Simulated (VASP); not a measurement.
NaAl5O2: vibrations by perturbation theory with PBE

The system is NaAl5O2.

```xyz
16
Lattice="2.8986 0.0000 0.0000 -1.4493 2.5103 0.0000 0.0000 0.0000 29.1302" Properties=species:S:1:pos:R:3 pbc="T T T"
Na    1.4493    0.8368    2.6813
Na    0.0000    1.6735   26.4489
Al    0.0000    1.6735    5.4178
Al    0.0000    0.0000    0.0000
Al    1.4493    0.8368   23.7124
Al    0.0000    0.0000    7.6999
Al    0.0000    0.0000   21.4303
Al    1.4493    0.8368   16.8548
Al    0.0000    0.0000   14.5651
Al    0.0000    1.6735   12.2755
Al    1.4493    0.8368    9.9644
Al    0.0000    1.6735   19.1658
O     0.0000    0.0000    4.3607
O     0.0000    1.6735    1.0118
O     1.4493    0.8368   28.1185
O     0.0000    0.0000   24.7695
```

- Program: VASP 6.6.1
- Task: vibrations by perturbation theory
- Functional: PBE
- Potentials or basis: VASP PAW PBE potentials, release 64 (Na_pv, Al, O)
- Cutoff: 520 eV
- k mesh: 12 × 12 × 1
- Occupations: gaussian, width 0.1 eV
- Spin: no spin polarisation
- Dipole correction: no
- Further INCAR settings: LREAL = Auto; ALGO = Normal; EDIFF = 1e-08; IBRION = 8; NSW = 1

```json
{
 "Highest phonon frequency at Γ, LO-TO splitting left out": "742 cm⁻¹"
}
```

Phonon frequencies in cm⁻¹ (negative: imaginary):
| q point | frequencies |
| --- | --- |
| (0.000, 0.000, 0.000) | -13 -13 -7 100 100 108 108 116 116 123 123 135 138 142 142 151 151 163 163 171 171 175 175 177 177 193 193 201 202 249 272 311 321 328 343 343 344 344 345 360 414 414 428 428 581 625 635 742 |

Wall time 32 min on 4 MPI ranks on Intel(R) Xeon(R) 6975P-C (Granite Rapids) (shared host), peak memory 1.4 GiB a rank.

Caveat: some modes are imaginary.
